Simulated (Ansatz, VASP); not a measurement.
# LiF: VASP beside Ansatz

The input INCAR:

```
SYSTEM = LiF
  ALGO = Normal
  EDIFF = 1E-7
  ENCUT = 520
  ISIF = 2
  ISMEAR = 0
  LASPH = .TRUE.
  LCHARG = .FALSE.
  LREAL = .FALSE.
  LWAVE = .FALSE.
  NBANDS = 18
  NELM = 100
  PREC = Accurate
  SIGMA = 0.05
```

File KPOINTS:

```
k-points
0
G
  9 9 6
  0 0 0
```

POSCAR

```
LiF
1.0
    2.9984347243      0.0000000000      0.0000000000
   -1.4992173621      2.5967206428      0.0000000000
    0.0000000000      0.0000000000      4.7579162205
Li F
2 2
Direct
    0.3333333333      0.6666666667      0.3559038391
    0.6666666667      0.3333333333      0.8559038391
    0.3333333333      0.6666666667      0.9910195924
    0.6666666667      0.3333333333      0.4910195924
```

Input for Ansatz:

```yaml
crystal:
  lattice:
    - [2.9984347243, 0.0, 0.0]
    - [-1.4992173621, 2.5967206428, 0.0]
    - [0.0, 0.0, 4.7579162205]
  atoms:
    - { symbol: Li, position: [0.3333333333, 0.6666666667, 0.3559038391] }
    - { symbol: Li, position: [0.6666666667, 0.3333333333, 0.8559038391] }
    - { symbol: F, position: [0.3333333333, 0.6666666667, 0.9910195924] }
    - { symbol: F, position: [0.6666666667, 0.3333333333, 0.4910195924] }
basis:
  ecutwfc: 520.0
kpoints:
  mp_grid: { grid: [9, 9, 6] }
hamiltonian:
  xc: lda
scf:
  occupations: { method: gaussian, width: 0.05 }
output:
  forces: true
  stress: true
  eigenvalues: true
```

Alike in both runs: task single point; functional LDA; k mesh 9 × 9 × 6; occupations gaussian, width 0.05 eV; no spin polarisation.

```csv
,VASP,Ansatz
version,VASP 6.6.1,Ansatz 0.2.0
potentials or method,"VASP PAW LDA potentials, release 64 (Li_sv, F), cutoff 520 eV","scalar-relativistic, plane waves, PAW"
valence electrons in the cell,20,20
```

Ansatz gave:

* gap on the k mesh at the Fermi level (eV): 7.97
* least direct gap on the mesh (eV): 7.97
* rms of the force components (eV/Å): 0.272

Q: Estimate VASP's values.

A: gap on the k mesh at the Fermi level (eV): 7.96; least direct gap on the mesh (eV): 7.96; rms of the force components (eV/Å): 0.275.

LDA's correlation is that of Perdew and Zunger in VASP and of Perdew and Wang (1992) in Ansatz. Atom by atom the forces differ by 0.003 eV/Å (rms over components).

Noted on VASP's run: the cutoff is short for stress, so the pressure is rough.
